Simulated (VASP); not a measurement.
# CdS (P6_3mc) in VASP: further runs, part 2 of 2

VASP 6.6.1. Earlier steps stand in the parts before.

## 3. Single point, PBE-based screened hybrid with 25 % exact exchange

Contents of POSCAR:

```
CdS
1.0
    4.1500000000      0.0000000000      0.0000000000
   -2.0750000000      3.5940054257      0.0000000000
    0.0000000000      0.0000000000      6.7370000000
Cd S
2 2
Direct
    0.6666666667      0.3333333333      0.5000000000
    0.3333333333      0.6666666667      0.0000000000
    0.6666666667      0.3333333333      0.8750000000
    0.3333333333      0.6666666667      0.3750000000
```

Contents of INCAR.step1:

```
PREC = Accurate ; ENCUT = 520
EDIFF = 1E-5 ; ISMEAR = -1
SIGMA = 0.05 ; LREAL = False
LASPH = True ; NELM = 80
ALGO = Normal ; ISIF = 2
LWAVE = True ; LCHARG = False
GGA = PE ; NBANDS = 26
```

Contents of INCAR.step2:

```
PREC = Accurate ; ENCUT = 520
EDIFF = 1E-7 ; ISMEAR = -1
SIGMA = 0.05 ; LREAL = False
LASPH = True ; NELM = 80
ALGO = Normal ; ISIF = 2
LWAVE = False ; LCHARG = False
GGA = PE ; LHFCALC = True
AEXX = 0.25 ; HFSCREEN = 0.4
PRECFOCK = Normal ; ISTART = 1
NBANDS = 26
```

Contents of KPOINTS:

```
Automatic mesh
0
Gamma
  4 4 2
```

Potentials or basis: VASP PAW PBE potentials, release 64 (Cd, S).

Launch:

```
$ cat potpaw_PBE.64/Cd/POTCAR potpaw_PBE.64/S/POTCAR > POTCAR
$ cp INCAR.step1 INCAR
$ mpirun -np 1 vasp_std > vasp.out
$ cp INCAR.step2 INCAR
$ mpirun -np 1 vasp_std > vasp.out
```

OUTCAR:

```text
PREC = Accurate
   ENCUT = 520
   EDIFF = 1E-7
   ISMEAR = -1
   LREAL = False
   LASPH = True
   NELM = 80
   ISIF = 2
   GGA = PE
   LHFCALC = True
   AEXX = 0.25
   HFSCREEN = 0.4
   PRECFOCK = Normal
   ISTART = 1

 ion  position               nearest neighbor table
   1  0.667  0.333  0.500-   3 2.53   4 2.54   4 2.54   4 2.54
   2  0.333  0.667  0.000-   4 2.53   3 2.54   3 2.54   3 2.54
   3  0.667  0.333  0.875-   1 2.53   2 2.54   2 2.54   2 2.54
   4  0.333  0.667  0.375-   2 2.53   1 2.54   1 2.54   1 2.54

  LATTYP: Found a hexagonal cell.
 ALAT       =     4.1500000000
 C/A-ratio  =     1.6233734940

  Lattice vectors:

 A1 = (   4.1500000000,   0.0000000000,   0.0000000000)
 A2 = (  -2.0750000000,   3.5940054257,   0.0000000000)
 A3 = (   0.0000000000,   0.0000000000,   6.7370000000)

Analysis of symmetry for initial positions (statically):
=====================================================================
 Subroutine PRICEL returns:
 Original cell was already a primitive cell.

 Routine SETGRP: Setting up the symmetry group for a
 hexagonal supercell.

 Subroutine GETGRP returns: Found 12 space group operations
 (whereof  6 operations were pure point group operations)
 out of a pool of 24 trial point group operations.

The static configuration has the point symmetry C_3v.
 The point group associated with its full space group is C_6v.

Analysis of symmetry for dynamics (positions and initial velocities):
=====================================================================
 Subroutine PRICEL returns:
 Original cell was already a primitive cell.

 Routine SETGRP: Setting up the symmetry group for a
 hexagonal supercell.

 Subroutine GETGRP returns: Found 12 space group operations
 (whereof  6 operations were pure point group operations)
 out of a pool of 24 trial point group operations.

The dynamic configuration has the point symmetry C_3v.
 The point group associated with its full space group is C_6v.

 Subroutine INISYM returns: Found 12 space group operations
 (whereof  6 operations are pure point group operations),
 and found     1 'primitive' translations

----------------------------------------------------------------------------------------

                                     Primitive cell

  volume of cell :     100.4832

  direct lattice vectors                    reciprocal lattice vectors
     4.150000000  0.000000000  0.000000000     0.240963855  0.139120547  0.000000000
    -2.075000000  3.594005426  0.000000000     0.000000000  0.278241094  0.000000000
     0.000000000  0.000000000  6.737000000     0.000000000  0.000000000  0.148434021

  length of vectors
     4.150000000  4.150000000  6.737000000     0.278241094  0.278241094  0.148434021

  position of ions in fractional coordinates (direct lattice)
     0.666666667  0.333333333  0.500000000
     0.333333333  0.666666667  0.000000000
     0.666666667  0.333333333  0.875000000
     0.333333333  0.666666667  0.375000000

  ion indices of the primitive-cell ions
   primitive index   ion index
                 1           1
[... 33 lines left out ...]
  0.250000 -0.000000  0.000000      6.000000
  0.500000 -0.000000  0.000000      3.000000
  0.250000  0.250000  0.000000      6.000000
  0.000000  0.000000  0.500000      1.000000
  0.250000 -0.000000  0.500000      6.000000
  0.500000 -0.000000  0.500000      3.000000
  0.250000  0.250000  0.500000      6.000000
   k-points           NKPTS =      8   k-points in BZ     NKDIM =     32   number of bands    NBANDS=     26
   number of dos      NEDOS =    301   number of ions     NIONS =      4
   total plane-waves  NPLWV =  51200
   dimension x,y,z NGX =    32 NGY =   32 NGZ =   50
   dimension x,y,z NGXF=    64 NGYF=   64 NGZF=  100
   ions per type =               2   2
   NGX,Y,Z   is equivalent  to a cutoff of  12.82, 12.82, 12.34 a.u.
   NGXF,Y,Z  is equivalent  to a cutoff of  25.64, 25.64, 24.68 a.u.
 SYSTEM =  unknown system
   PREC   = accura    normal or accurate (medium, high low for compatibility)
   ISTART =      1    job   : 0-new  1-cont  2-samecut
   ICHARG =      0    charge: 1-file 2-atom 10-const
   ISPIN  =      1    spin polarized calculation?
   LNONCOLLINEAR =      F non collinear calculations
   LSORBIT =      F    spin-orbit coupling
   LASPH  =      T    aspherical Exc in radial PAW
   ENCUT  =  520.0 eV  38.22 Ry    6.18 a.u.   7.72  7.72 12.53*2*pi/ulx,y,z
   NELM   =     80;   NELMIN=  2; NELMDL=  0     # of ELM steps
   EDIFF  = 0.1E-06   stopping-criterion for ELM
   LREAL  =      F    real-space projection
   EDIFFG = 0.1E-05   stopping-criterion for IOM
   NSW    =      0    number of steps for IOM
   IBRION =     -1    ionic relax: 0-MD 1-quasi-New 2-CG
   NFREE  =      0    steps in history (QN), initial steepest desc. (CG)
   ISIF   =      2    stress and relaxation
   ISYM   =      3    0-nonsym 1-usesym 2-fastsym
   POTIM  = 0.5000    time-step for ionic-motion
   TEBEG  =    0.0;   TEEND  =   0.0 temperature during run
   PSTRESS=    0.0 pullay stress
   NELECT =      36.0000    total number of electrons
   NUPDOWN=      -1.0000    fix difference up-down
   EMIN   =  10.00;   EMAX   =-10.00  energy-range for DOS
   EFERMI =   0.00;   METHOD = LEGACY
   ISMEAR =    -1;   SIGMA  =   0.05  broadening in eV -4-tet -1-fermi 0-gaus
   EFERMI_NEDOS =   21; number of points for ismear=-14 and -15
   IALGO  =     38    algorithm
   IMIX   =      1    mixing-type and parameters
     AMIX     =   0.40;   BMIX     =  1.00
     AMIX_MAG =   1.60;   BMIX_MAG =  1.00
  volume/ion in A,a.u.               =      25.12       169.52
  Fermi-wavevector in a.u.,A,eV,Ry     =   1.162727  2.197236 18.394190  1.351935
  Thomas-Fermi vector in A             =   2.299285
   LORBIT       =      0    0 simple, 1 ext, 2 COOP (PROOUT), +10 PAW based schemes
   GGA     = PE    functional components
   LHFCALC =     T    Hartree Fock is set to
   PRECFOCK=normal    Normal, Fast or Accurate (Low or Medium for compatibility)
   ENCUT4O =  -1.0   cutoff for four orbital integrals eV
   NKREDX  =     1    reduce k-point grid by
   NKREDY  =     1    reduce k-point grid by
   NKREDZ  =     1    reduce k-point grid by
   AEXX    =    0.2500 exact exchange contribution
   HFSCREEN=    0.4000 screening length (either q_TF or 0.3 A-1)
   HFSCREENC=   0.4000 screening length for correlation (either q_TF or 0.3 A-1)
   ENCUTFOCK=  -1.0 apply spherical cutoff to Coloumb kernel
   IVDW    =     0    specifies the selected vdW correction
   LEPSILON=     F    determine dielectric tensor
   LRPA    =     F    only Hartree local field effects (RPA)
 non-spin polarized calculation
  energy-cutoff  :      520.00
  volume of cell :      100.48
 maximum number of plane-waves:      2731
 NGX is ok and might be reduce to    32
  NGX = 24; NGY = 24; NGZ = 40

 number of electron      35.9999996 magnetization

 Free energy of the ion-electron system (eV)
  ---------------------------------------------------
  ext. energy  EPLUGINS =         0.00000000
  ---------------------------------------------------
  free energy    TOTEN  =       -14.34002201 eV

  energy without entropy =      -14.34002201  energy(sigma->0) =      -14.34002201

 E-fermi :   1.7327     XC(G=0):  -7.8126

 val. band max:        0.7754660163   @ k =   0.0000   0.0000   0.0000
 cond. band min:       2.6417120491   @ k =   0.0000   0.0000   0.0000
 fundamental gap:      1.8662460329
 Fermi energy:         1.7326556522

 k-point     1 :       0.0000    0.0000    0.0000
  band No.  band energies     occupation
      1     -12.5101      2.00000
      2     -12.0754      2.00000
      3      -7.8820      2.00000
      4      -7.8601      2.00000
      5      -7.8601      2.00000
      6      -7.7745      2.00000
[... 221 lines left out ...]
     25       9.8096      0.00000
     26       9.8096      0.00000

------------------------ aborting loop because EDIFF is reached ----------------------------------------

  FORCE on cell =-STRESS in cart. coord.  units (eV):
  Direction    XX          YY          ZZ          XY          YZ          ZX
  --------------------------------------------------------------------------------------
  -------------------------------------------------------------------------------------
  Total        0.9329448      0.9329448      1.1830224      0.0000000      0.0000000     -0.0000000
  in kB       14.8755543     14.8755543     18.8629752      0.0000000      0.0000000     -0.0000000
  external PRESSURE =      16.2046946 kB  Pullay stress =       0.0000000 kB

 VOLUME and BASIS-vectors are now :
 -----------------------------------------------------------------------------
  energy-cutoff  :      520.00
  volume of cell :      100.48
      direct lattice vectors                 reciprocal lattice vectors
     4.150000000  0.000000000  0.000000000     0.240963855  0.139120547  0.000000000
    -2.075000000  3.594005426  0.000000000     0.000000000  0.278241094  0.000000000
     0.000000000  0.000000000  6.737000000     0.000000000  0.000000000  0.148434021

 POSITION                                       TOTAL-FORCE (eV/Angst)
 -----------------------------------------------------------------------------------
      2.07500      1.19800      3.36850         0.000000     -0.000000     -0.061796
     -0.00000      2.39600      0.00000        -0.000000      0.000000     -0.061796
      2.07500      1.19800      5.89487        -0.000000      0.000000      0.061796
     -0.00000      2.39600      2.52637         0.000000     -0.000000      0.061796
 -----------------------------------------------------------------------------------
    total drift:                                0.000000      0.000000     -0.000521

  FREE ENERGIE OF THE ION-ELECTRON SYSTEM (eV)
  ---------------------------------------------------
  free  energy   TOTEN  =       -14.3400220147 eV

  energy  without entropy=      -14.3400220132  energy(sigma->0) =      -14.34002201
```

It took 28 min on 1 thread of AMD EPYC 7R43 (Zen 3), shared host; peak memory 0.31 GiB.

Results:

```yaml
Free_energy: -14.3400 eV
Pressure: 1.6 GPa
Largest_force: 0.062 eV/Å
Band_gap_on_the_k_mesh: 1.87 eV
```

Forces in eV/Å, atoms in the order of the input:
```
Cd   0.000  0.000 -0.062
Cd   0.000  0.000 -0.062
S    0.000  0.000  0.062
S    0.000  0.000  0.062
```

Stress tensor (GPa, compression positive):
```
1.49 0.00 0.00
0.00 1.49 0.00
0.00 0.00 1.89
```

Levels at points of the mesh, in eV from the valence-band top:
| k point | band 15 | band 16 | band 17 | band 18 | band 19 | band 20 | band 21 | band 22 |
| --- | --- | --- | --- | --- | --- | --- | --- | --- |
| (0.00, 0.00, 0.00) | -0.79 | -0.04 | 0.00 | 0.00 | 1.87 | 3.49 | 7.21 | 7.21 |
| (0.50, 0.00, 0.00) | -2.72 | -1.93 | -1.33 | -0.76 | 4.44 | 4.53 | 5.71 | 7.21 |
| (0.00, 0.00, 0.50) | -0.41 | -0.41 | -0.41 | -0.41 | 3.54 | 3.54 | 6.92 | 6.92 |
| (0.50, 0.00, 0.50) | -1.38 | -1.38 | -1.36 | -1.36 | 4.13 | 4.13 | 6.09 | 6.09 |

Caveat: the k points lie up to 0.47 Å⁻¹ apart; the PAW data sets were made with another functional, which shifts forces and pressure a little.
